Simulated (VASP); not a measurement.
# SiC (Moissanite) (P6_3mc) in VASP: a series of runs

The runs below take SiC (Moissanite) through single point, with BLYP, PBE.

All numbers are computed with VASP 6.6.1; they aren't measurements. Logs are shortened: lines on timing, memory, paths and dates and some standing lists are left out, and cuts for length are marked.

### 1 The cell of the first run

It takes space group P6_3mc (No. 186, hexagonal). The conventional cell has a = 3.114 Å, b = 3.114 Å, c = 5.114 Å, α = 90.00°, β = 90.00°, γ = 120.00°. Within 2.5 Å of Si (site symmetry 3m) lie 4 C at 1.91 to 1.92 Å. Within 2.5 Å of C (site symmetry 3m) lie 4 Si at 1.91 to 1.92 Å.

### 2 Single point, BLYP

Contents of INCAR:

```
SYSTEM = SiC
AGGAC    = 1.0          
AGGAX    = 1.0          
ALDAC    = 0.0          
ALDAX    = 1.0          
ALGO     = Normal         ! electronic algorithm
EDIFF    = 1E-7           ! SCF threshold, eV
ENCUT    = 520            ! plane-wave cutoff, eV
GGA      = B5             ! functional
ISIF     = 2              ! what is computed and relaxed
ISMEAR   = -1             ! smearing method
LASPH    = .True.         ! aspherical terms in the spheres
LCHARG   = .False.        ! write CHGCAR
LREAL    = .False.        ! projectors in reciprocal space
LWAVE    = .False.        ! write WAVECAR
NBANDS   = 16             ! bands
NELM     = 100            ! most SCF steps
PREC     = Accurate       ! precision mode
SIGMA    = 0.05           ! smearing width, eV
```

Contents of KPOINTS:

```
k-points
0
Gamma
  10 10 5
  0 0 0
```

Contents of POSCAR:

```
SiC
1.0
    3.1137388689      0.0000000000      0.0000000000
   -1.5568694344      2.6965769612      0.0000000000
    0.0000000000      0.0000000000      5.1139002138
Si C
2 2
Direct
    0.6666666667      0.3333333333      0.5046070591
    0.3333333333      0.6666666667      0.0046070591
    0.6666666667      0.3333333333      0.8803929409
    0.3333333333      0.6666666667      0.3803929409
```

Potentials or basis: VASP PAW PBE potentials, release 64 (Si, C).

On the command line:

```
$ cat potpaw_PBE.64/Si/POTCAR potpaw_PBE.64/C/POTCAR > POTCAR
$ mpirun -np 1 vasp_std > vasp.out
```

OUTCAR:

```text
SYSTEM = SiC
   EDIFF = 1E-7
   ENCUT = 520
   GGA = B5
   ISIF = 2
   ISMEAR = -1
   LASPH = .True.
   LREAL = .False.
   NELM = 100
   PREC = Accurate

 ion  position               nearest neighbor table
   1  0.667  0.333  0.505-   4 1.91   4 1.91   4 1.91   3 1.92   2 3.13   2 3.13   2 3.13   2 3.13
                             2 3.13   2 3.13
   2  0.333  0.667  0.005-   3 1.91   3 1.91   3 1.91   4 1.92   1 3.13   1 3.13   1 3.13   1 3.13
                             1 3.13   1 3.13
   3  0.667  0.333  0.880-   2 1.91   2 1.91   2 1.91   1 1.92
   4  0.333  0.667  0.380-   1 1.91   1 1.91   1 1.91   2 1.92

  LATTYP: Found a hexagonal cell.
 ALAT       =     3.1137388689
 C/A-ratio  =     1.6423664376

  Lattice vectors:

 A1 = (   3.1137388689,   0.0000000000,   0.0000000000)
 A2 = (  -1.5568694344,   2.6965769612,   0.0000000000)
 A3 = (   0.0000000000,   0.0000000000,   5.1139002138)

Analysis of symmetry for initial positions (statically):
=====================================================================
 Subroutine PRICEL returns:
 Original cell was already a primitive cell.

 Routine SETGRP: Setting up the symmetry group for a
 hexagonal supercell.

 Subroutine GETGRP returns: Found 12 space group operations
 (whereof  6 operations were pure point group operations)
 out of a pool of 24 trial point group operations.

The static configuration has the point symmetry C_3v.
 The point group associated with its full space group is C_6v.

Analysis of symmetry for dynamics (positions and initial velocities):
=====================================================================
 Subroutine PRICEL returns:
 Original cell was already a primitive cell.

 Routine SETGRP: Setting up the symmetry group for a
 hexagonal supercell.

 Subroutine GETGRP returns: Found 12 space group operations
 (whereof  6 operations were pure point group operations)
 out of a pool of 24 trial point group operations.

The dynamic configuration has the point symmetry C_3v.
 The point group associated with its full space group is C_6v.

 Subroutine INISYM returns: Found 12 space group operations
 (whereof  6 operations are pure point group operations),
 and found     1 'primitive' translations

----------------------------------------------------------------------------------------

                                     Primitive cell

  volume of cell :      42.9385

  direct lattice vectors                    reciprocal lattice vectors
     3.113738869  0.000000000  0.000000000     0.321157310  0.185420260  0.000000000
    -1.556869434  2.696576961  0.000000000     0.000000000  0.370840519  0.000000000
     0.000000000  0.000000000  5.113900214     0.000000000  0.000000000  0.195545466

  length of vectors
     3.113738869  3.113738869  5.113900214     0.370840519  0.370840519  0.195545466

  position of ions in fractional coordinates (direct lattice)
     0.666666667  0.333333333  0.504607059
     0.333333333  0.666666667  0.004607059
     0.666666667  0.333333333  0.880392941
     0.333333333  0.666666667  0.380392941

  ion indices of the primitive-cell ions
   primitive index   ion index
                 1           1
                 2           2
                 3           3
                 4           4

----------------------------------------------------------------------------------------

 KPOINTS: k-points

Automatic generation of k-mesh.
 Grid dimensions read from file:
 generate k-points for:   10   10    5

 Generating k-lattice:

  Cartesian coordinates                     Fractional coordinates (reciprocal lattice)
     0.032115731  0.018542026  0.000000000     0.100000000  0.000000000  0.000000000
     0.000000000  0.037084052  0.000000000     0.000000000  0.100000000  0.000000000
     0.000000000  0.000000000  0.039109093     0.000000000  0.000000000  0.200000000

  Length of vectors
     0.037084052  0.037084052  0.039109093

  Shift w.r.t. Gamma in fractional coordinates (k-lattice)
     0.000000000  0.000000000  0.000000000

 Subroutine IBZKPT returns following result:
 ===========================================

 Found     42 irreducible k-points:

 Following reciprocal coordinates:
            Coordinates               Weight
  0.000000  0.000000  0.000000      1.000000
  0.100000  0.000000  0.000000      6.000000
  0.200000  0.000000  0.000000      6.000000
  0.300000  0.000000  0.000000      6.000000
  0.400000 -0.000000  0.000000      6.000000
  0.500000  0.000000  0.000000      3.000000
[... 16 lines left out ...]
  0.300000  0.100000  0.200000     24.000000
  0.400000  0.100000  0.200000     24.000000
 [... further k-points ...]
   k-points           NKPTS =     42   k-points in BZ     NKDIM =     42   number of bands    NBANDS=     16
   number of dos      NEDOS =    301   number of ions     NIONS =      4
   total plane-waves  NPLWV =  23040
   dimension x,y,z NGX =    24 NGY =   24 NGZ =   40
   dimension x,y,z NGXF=    48 NGYF=   48 NGZF=   80
   ions per type =               2   2
   NGX,Y,Z   is equivalent  to a cutoff of  12.81, 12.81, 13.00 a.u.
   NGXF,Y,Z  is equivalent  to a cutoff of  25.63, 25.63, 26.01 a.u.
 SYSTEM =  SiC
   PREC   = accura    normal or accurate (medium, high low for compatibility)
   ISTART =      0    job   : 0-new  1-cont  2-samecut
   ICHARG =      2    charge: 1-file 2-atom 10-const
   ISPIN  =      1    spin polarized calculation?
   LNONCOLLINEAR =      F non collinear calculations
   LSORBIT =      F    spin-orbit coupling
   LASPH  =      T    aspherical Exc in radial PAW
   ENCUT  =  520.0 eV  38.22 Ry    6.18 a.u.   5.79  5.79  9.51*2*pi/ulx,y,z
   NELM   =    100;   NELMIN=  2; NELMDL= -5     # of ELM steps
   EDIFF  = 0.1E-06   stopping-criterion for ELM
   LREAL  =      F    real-space projection
   EDIFFG = 0.1E-05   stopping-criterion for IOM
   NSW    =      0    number of steps for IOM
   IBRION =     -1    ionic relax: 0-MD 1-quasi-New 2-CG
   NFREE  =      0    steps in history (QN), initial steepest desc. (CG)
   ISIF   =      2    stress and relaxation
   ISYM   =      2    0-nonsym 1-usesym 2-fastsym
   POTIM  = 0.5000    time-step for ionic-motion
   TEBEG  =    0.0;   TEEND  =   0.0 temperature during run
   PSTRESS=    0.0 pullay stress
   NELECT =      16.0000    total number of electrons
   NUPDOWN=      -1.0000    fix difference up-down
   EMIN   =  10.00;   EMAX   =-10.00  energy-range for DOS
   EFERMI =   0.00;   METHOD = LEGACY
   ISMEAR =    -1;   SIGMA  =   0.05  broadening in eV -4-tet -1-fermi 0-gaus
   EFERMI_NEDOS =   21; number of points for ismear=-14 and -15
   IALGO  =     38    algorithm
   IMIX   =      4    mixing-type and parameters
     AMIX     =   0.40;   BMIX     =  1.00
     AMIX_MAG =   1.60;   BMIX_MAG =  1.00
  volume/ion in A,a.u.               =      10.73        72.44
  Fermi-wavevector in a.u.,A,eV,Ry     =   1.178055  2.226202 18.882365  1.387815
  Thomas-Fermi vector in A             =   2.314391
   LORBIT       =      0    0 simple, 1 ext, 2 COOP (PROOUT), +10 PAW based schemes
   GGA     = B5    functional components
   LHFCALC =     F    Hartree Fock is set to
   AEXX    =    0.0000 exact exchange contribution
   IVDW    =     0    specifies the selected vdW correction
   LEPSILON=     F    determine dielectric tensor
   LRPA    =     F    only Hartree local field effects (RPA)
 non-spin polarized calculation
  energy-cutoff  :      520.00
  volume of cell :       42.94
 maximum number of plane-waves:      1183
 NGX is ok and might be reduce to    24
   NGX = 11   NGY = 11   NGZ = 19

 number of electron      16.0000001 magnetization

 Free energy of the ion-electron system (eV)
  ---------------------------------------------------
  ext. energy  EPLUGINS =         0.00000000
  ---------------------------------------------------
  free energy    TOTEN  =       -27.31286479 eV

  energy without entropy =      -27.31286479  energy(sigma->0) =      -27.31286479

 E-fermi :   9.2727     XC(G=0): -10.4887

 val. band max:        8.2493997867   @ k =   0.0000   0.0000   0.0000
 cond. band min:      11.0688652346   @ k =   0.3000   0.3000   0.0000
 fundamental gap:      2.8194654480
 Fermi energy:         9.2726734137

 k-point     1 :       0.0000    0.0000    0.0000
  band No.  band energies     occupation
      1      -6.8910      2.00000
      2      -3.5233      2.00000
      3      -0.0820      2.00000
      4       6.9684      2.00000
      5       6.9684      2.00000
      6       8.1371      2.00000
[... 8 lines left out ...]
     15      17.0475      0.00000
     16      19.4449      0.00000

 k-point     2 :       0.1000    0.0000    0.0000
  band No.  band energies     occupation
      1      -6.7241      2.00000
      2      -3.3805      2.00000
      3       0.0663      2.00000
      4       6.0663      2.00000
      5       6.6946      2.00000
      6       7.6115      2.00000
[... 8 lines left out ...]
     15      17.4696      0.00000
     16      18.5570      0.00000

 k-point     3 :       0.2000    0.0000    0.0000
  band No.  band energies     occupation
      1      -6.2302      2.00000
      2      -2.9720      2.00000
      3       0.4843      2.00000
      4       4.2705      2.00000
      5       6.1215      2.00000
      6       6.1681      2.00000
[... 8 lines left out ...]
     15      17.9244      0.00000
     16      18.4026      0.00000

 k-point     4 :       0.3000    0.0000    0.0000
  band No.  band energies     occupation
      1      -5.4372      2.00000
      2      -2.3939      2.00000
      3       0.9688      2.00000
      4       2.6426      2.00000
      5       4.5067      2.00000
      6       5.5687      2.00000
[... 8 lines left out ...]
     15      18.7195      0.00000
     16      19.8164      0.00000
[... 324 lines left out ...]
 k-point    22 :       0.2000    0.1000    0.2000
  band No.  band energies     occupation
      1      -5.5666      2.00000
      2      -3.1896      2.00000
      3       1.5422      2.00000
      4       3.6833      2.00000
      5       4.5996      2.00000
      6       5.5445      2.00000
[... 8 lines left out ...]
     15      18.4101      0.00000
     16      18.9071      0.00000

 k-point    23 :       0.3000    0.1000    0.2000
  band No.  band energies     occupation
      1      -4.6634      2.00000
      2      -2.5204      2.00000
      3       1.0470      2.00000
      4       3.0112      2.00000
      5       3.4050      2.00000
      6       4.8733      2.00000
[... 8 lines left out ...]
     15      19.1198      0.00000
     16      19.6956      0.00000

 k-point    24 :       0.4000    0.1000    0.2000
  band No.  band energies     occupation
      1      -3.6983      2.00000
      2      -2.2429      2.00000
      3       0.3930      2.00000
      4       1.8341      2.00000
      5       3.7565      2.00000
      6       4.6835      2.00000
[... 8 lines left out ...]
     15      19.5294      0.00000
     16      20.8317      0.00000

 [... further k-points ...]
[... 5 lines left out ...]
  --------------------------------------------------------------------------------------
  -------------------------------------------------------------------------------------
  Total        0.1492201      0.1492201      0.1562891      0.0000000      0.0000000      0.0000000
  in kB        5.5678918      5.5678918      5.8316589      0.0000000      0.0000000      0.0000000
  external PRESSURE =       5.6558142 kB  Pullay stress =       0.0000000 kB

 VOLUME and BASIS-vectors are now :
 -----------------------------------------------------------------------------
  energy-cutoff  :      520.00
  volume of cell :       42.94
      direct lattice vectors                 reciprocal lattice vectors
     3.113738869  0.000000000  0.000000000     0.321157310  0.185420260  0.000000000
    -1.556869434  2.696576961  0.000000000     0.000000000  0.370840519  0.000000000
     0.000000000  0.000000000  5.113900214     0.000000000  0.000000000  0.195545466

 POSITION                                       TOTAL-FORCE (eV/Angst)
 -----------------------------------------------------------------------------------
      1.55687      0.89886      2.58051        -0.000000      0.000000      0.000652
     -0.00000      1.79772      0.02356         0.000000     -0.000000      0.000652
      1.55687      0.89886      4.50224         0.000000     -0.000000     -0.000652
     -0.00000      1.79772      1.94529        -0.000000      0.000000     -0.000652
 -----------------------------------------------------------------------------------
    total drift:                               -0.000000      0.000000      0.000411

  FREE ENERGIE OF THE ION-ELECTRON SYSTEM (eV)
  ---------------------------------------------------
  free  energy   TOTEN  =       -27.3128647934 eV

  energy  without entropy=      -27.3128647934  energy(sigma->0) =      -27.31286479
```

It took 73 s on 1 thread of AMD EPYC 7R13, shared host; peak memory 0.13 GiB.

What came out:

- Free energy: -27.3129 eV
- Pressure: 0.6 GPa
- Band gap on the k mesh: 2.82 eV, indirect (least direct gap 4.16 eV)

Caveat: the PAW data sets were made with another functional, which shifts forces and pressure a little. Expect the measured gap to be larger: semilocal functionals such as BLYP lack the derivative discontinuity.

### 3 Single point, PBE

This run uses another cell than the first one, of 10.34 Å³/atom, 0.963 times its volume.

Contents of INCAR:

```
SYSTEM = SiC
ALGO = Normal ; EDIFF = 1E-7
ENCUT = 520 ; GGA = PE
ISIF = 2 ; ISMEAR = 0
LASPH = .True. ; LCHARG = .False.
LREAL = .False. ; LWAVE = .False.
NBANDS = 16 ; NELM = 100
PREC = Accurate ; SIGMA = 0.05
```

Contents of KPOINTS:

```
k-points
0
Gamma
  11 11 6
  0 0 0
```

Contents of POSCAR:

```
SiC
1.0
    3.0760000000      0.0000000000      0.0000000000
   -1.5380000000      2.6638941420      0.0000000000
    0.0000000000      0.0000000000      5.0480000000
Si C
2 2
Direct
    0.6666666667      0.3333333333      0.5000000000
    0.3333333333      0.6666666667      0.0000000000
    0.6666666667      0.3333333333      0.8850000000
    0.3333333333      0.6666666667      0.3850000000
```

Potentials or basis: VASP PAW PBE potentials, release 64 (Si, C).

On the command line:

```
$ cat potpaw_PBE.64/Si/POTCAR potpaw_PBE.64/C/POTCAR > POTCAR
$ mpirun -np 1 vasp_std > vasp.out
```

It took 77 s on 1 thread of AMD EPYC 7R13, shared host; peak memory 0.14 GiB.

It converged, with:

- Free energy: -30.0672 eV
- Pressure: 3.6 GPa
- Largest force: 0.753 eV/Å
- Band gap on the k mesh: 2.46 eV, indirect (least direct gap 4.10 eV)

Forces in eV/Å, atoms in the order of the input:
```
Si   0.000  0.000  0.753
Si   0.000  0.000  0.753
C    0.000  0.000 -0.753
C    0.000  0.000 -0.753
```

Stress tensor (GPa, compression positive):
```
5.25 0.00 0.00
0.00 5.25 0.00
0.00 0.00 0.41
```

Levels at points of the mesh, in eV from the valence-band top:
| k point | band 6 | band 7 | band 8 | band 9 | band 10 | band 11 |
| --- | --- | --- | --- | --- | --- | --- |
| (0.00, 0.00, 0.00) | -0.28 | -0.28 | 0.00 | 4.63 | 6.03 | 6.51 |
| (0.00, 0.00, 0.50) | -0.97 | -0.97 | -0.97 | 5.71 | 5.71 | 7.17 |

A k mesh can miss the band edges. PBE gaps usually lie below the measured ones, often by a third to a half.

### 4 Single point, PBE

This run uses another cell than the first one, of 10.34 Å³/atom, 0.963 times its volume.

Contents of INCAR:

```
SYSTEM = SiC
PREC = Accurate
ENCUT = 520
EDIFF = 1E-7
ISMEAR = 0
SIGMA = 0.05
LREAL = .FALSE.
LASPH = .TRUE.
NELM = 80
ALGO = Normal
ISIF = 2
LWAVE = .FALSE.
LCHARG = .FALSE.
GGA = PE
NBANDS = 16
```

Contents of KPOINTS:

```
regular mesh
0
G
  14 14 7
  0 0 0
```

POSCAR is that of step 3.

On the command line:

```
$ cat potpaw_PBE.64/Si/POTCAR potpaw_PBE.64/C/POTCAR > POTCAR
$ mpirun -np 1 vasp_std > vasp.out
```

It took 2 min on 1 thread of AMD EPYC 7R13, shared host; peak memory 0.16 GiB.

It converged, with:

* Free energy: -30.0673 eV
* Pressure: 3.6 GPa
* Largest force: 0.753 eV/Å
* Band gap on the k mesh: 2.41 eV, indirect (least direct gap 4.08 eV)

Forces on the atoms (eV/Å):
```
Si   0.000  0.000  0.753
Si   0.000  0.000  0.753
C    0.000  0.000 -0.753
C    0.000  0.000 -0.753
```

Stress tensor (GPa, compression positive):
```
5.25 0.00 0.00
0.00 5.25 0.00
0.00 0.00 0.41
```

Levels at points of the mesh, in eV from the valence-band top:
```
           k point  band 4  band 5  band 6  band 7  band 8  band 9  band 10  band 11  band 12  band 13
(0.00, 0.00, 0.00)   -1.56   -1.56   -0.28   -0.28    0.00    4.63     6.03     6.51     6.51     7.55
(0.50, 0.00, 0.00)   -6.55   -5.43   -3.54   -3.26   -1.49    2.59     4.20     6.74     7.20     9.71
```

A k mesh can miss the band edges. As with any semilocal functional, this PBE gap is likely too small.

### 5 Summary

```csv
level,cell,k mesh,smearing,gap on the mesh (eV),pressure (GPa),largest force (eV/Å)
BLYP,"a = 3.114, b = 3.114, c = 5.114 Å, angles 90.0, 90.0, 120.0°, 4 atoms",10 × 10 × 5,fermi-dirac 0.05 eV,2.82,0.6,-
PBE,"a = 3.076, b = 3.076, c = 5.048 Å, angles 90.0, 90.0, 120.0°, 4 atoms",11 × 11 × 6,gaussian 0.05 eV,2.46,3.6,0.75
PBE,"a = 3.076, b = 3.076, c = 5.048 Å, angles 90.0, 90.0, 120.0°, 4 atoms",14 × 14 × 7,gaussian 0.05 eV,2.41,3.6,0.75
```

Alike in all rows: task single point; potentials or basis VASP PAW PBE potentials, release 64 (Si, C); no spin polarisation; cutoff (eV) 520.

Caveats: the PAW data sets were made with another functional, which shifts forces and pressure a little (some runs).

Absolute energies hang on the potentials; compare differences alone.
